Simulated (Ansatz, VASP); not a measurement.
# MgS: VASP beside Ansatz

```
Mg S
1.0
     0.00000    2.83088    2.83088
     2.83088    0.00000    2.83088
     2.83088    2.83088    0.00000
Mg S
1 1
Direct
  0.00000 0.00000 0.00000
  0.25000 0.25000 0.25000
```

Alike in both runs: task single point; functional HSE06; k mesh 6 × 6 × 6; no spin polarisation.

|  | VASP | Ansatz |
| --- | --- | --- |
| version | VASP 6.6.1 | Ansatz 0.2.0 |
| potentials or method | VASP PAW PBE potentials, release 64 (Mg, S) | plane waves, PAW |
| plane-wave cutoff (eV) | 520 | 420 |
| occupations | gaussian, width 0.01 eV | fixed |
| valence electrons in the cell | 8 | 16 |

Ansatz gave:

- gap on the k mesh at the Fermi level (eV): 4.53
- pressure (GPa): 0.0

**Question.** Estimate VASP's values.

**Answer.** gap on the k mesh at the Fermi level (eV): 4.51; pressure (GPa): -0.1.

VASP's potentials hold 8 valence electrons a cell and Ansatz's 16, so a difference there can come from the potentials and not from the codes. Ansatz's warnings: stress exchange threshold loose, stress scf threshold loose.
